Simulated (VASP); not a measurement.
Here is a VASP 6.6.1 calculation.

The input INCAR:

```
SYSTEM = Li
ALGO = Normal ; EDIFF = 1E-6
ENCUT = 520 ; GGA = PS
ISIF = 2 ; ISMEAR = -1
LASPH = .TRUE. ; LCHARG = .FALSE.
LREAL = .FALSE. ; LWAVE = .FALSE.
NBANDS = 8 ; NELM = 60
PREC = Accurate ; SIGMA = 0.1
```

File KPOINTS:

```
k-points
0
G
  13 13 13
  0 0 0
```

File POSCAR:

```
Li
1.0
    2.6545765536      0.0000000000      0.0000000000
    0.0000000000      2.6545765536      0.0000000000
    0.0000000000      0.0000000000      2.6545765536
Li
1
Direct
    0.0000000000      0.0000000000      0.0000000000
```

Potentials or basis: VASP PAW PBE potentials, release 64 (Li_sv).

Launch:

```bash
$ cat potpaw_PBE.64/Li_sv/POTCAR > POTCAR
$ mpirun -np 1 vasp_std > vasp.out
```

(1) Predict the band gap on the k mesh.

## Answers

(1) zero (an odd number of electrons rules out a gap without spin polarisation).
